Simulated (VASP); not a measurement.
Here is a VASP 6.6.1 calculation.

Contents of INCAR:

```
SYSTEM = Ba
ALGO = Normal
EDIFF = 1E-7
EDIFFG = -0.01
ENCUT = 500
GGA = PS
GGA_COMPAT = .FALSE.
IBRION = 2
ISIF = 3
ISMEAR = 0
LASPH = .TRUE.
LCHARG = .FALSE.
LREAL = .FALSE.
LWAVE = .FALSE.
NELM = 120
NELMIN = 4
NSW = 80
PREC = Accurate
SIGMA = 0.1
```

Contents of KPOINTS:

```
k-points
0
G
  12 12 12
  0 0 0
```

The input POSCAR:

```
Ba
1.0
    0.0000000000      3.1711529127      3.1711529127
    3.1711529127      0.0000000000      3.1711529127
    3.1711529127      3.1711529127      0.0000000000
Ba
1
Direct
    0.0000000000      0.0000000000      0.0000000000
```

Potentials or basis: VASP PAW PBE potentials, release 64 (Ba_sv).

The run is started by

```console
$ cat potpaw_PBE.64/Ba_sv/POTCAR > POTCAR
$ mpirun -np 1 vasp_std > vasp.out
```

Task: Estimate the relaxed volume.

Result: 58.97 Å³/atom.

Task: What does it give for the relaxed cell?

Result: a = 4.369 Å, b = 4.369 Å, c = 4.369 Å, α = 60.00°, β = 60.00°, γ = 60.00°.

Task: What does it give for the space group after relaxing (to 0.1 Å)?

Result: Fm-3m (No. 225).

Step by step:
| step | energy change (eV) | largest force (eV/Å) | pressure (GPa) | volume (Å³) |
| --- | --- | --- | --- | --- |
| 1 | 0.0000 | 0.0000 | -0.61 | 63.78 |
| 2 | -0.0066 | 0.0000 | -0.35 | 61.56 |
| 3 | -0.0093 | 0.0000 | 0.01 | 58.97 |

Caveat: the PAW data sets were made with another functional, which shifts forces and pressure a little.
